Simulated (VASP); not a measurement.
Set up this calculation in VASP 6.6.1, as the native input.

| Item | Value |
| --- | --- |
| Task | single point |
| Functional | PBE |
| Potentials or basis | VASP PAW PBE potentials, release 64 (Ga_d, O) |
| Cutoff | 520 eV |
| k mesh | 6 × 6 × 6 |
| Occupations | gaussian, width 0.1 eV |
| Spin | no spin polarisation |
| Dipole correction | no |
| Further INCAR settings | ALGO = Normal; EDIFF = 1e-06; NBANDS = 24 |

The structure of GaO3 lies in POSCAR:

```
GaO3
1.0
   -2.3838979300      2.3838979300      2.3838979300
    2.3838979300     -2.3838979300      2.3838979300
    2.3838979300      2.3838979300     -2.3838979300
Ga O
1 3
Direct
    0.0000000000      0.0000000000      0.0000000000
    0.0000000000      0.5000000000      0.5000000000
    0.5000000000      0.0000000000      0.5000000000
    0.5000000000      0.5000000000      0.0000000000
```

The cell was generated, and may not be a known phase.

One way to write it, as run:

INCAR

```
PREC     = Accurate       # precision mode
ENCUT    = 520            # plane-wave cutoff, eV
EDIFF    = 1E-6           # SCF threshold, eV
ISMEAR   = 0              # smearing method
SIGMA    = 0.1            # smearing width, eV
LREAL    = False          # projectors in reciprocal space
LASPH    = True           # aspherical terms in the spheres
NELM     = 80             # most SCF steps
ALGO     = Normal         # electronic algorithm
ISIF     = 2              # what is computed and relaxed
LWAVE    = False          # write WAVECAR
LCHARG   = False          # write CHGCAR
GGA      = PE             # functional
NBANDS   = 24             # bands
```

KPOINTS

```
Automatic mesh
0
Gamma
  6 6 6
```

Potentials or basis: VASP PAW PBE potentials, release 64 (Ga_d, O).

Launch:

```bash
$ cat potpaw_PBE.64/Ga_d/POTCAR potpaw_PBE.64/O/POTCAR > POTCAR
$ mpirun -np 1 vasp_std > vasp.out
```

It gave:

- Pressure: -27.5 GPa
- Band gap on the k mesh: zero (an odd number of electrons rules out a gap without spin polarisation)

Caveat: the cell stands under tension; an odd number of electrons without spin polarisation forces a metal; a magnetic or distorted state may lie lower.

Wall time 17 s on 1 thread of AMD EPYC 7R13, on a shared host, peak memory 0.15 GiB.
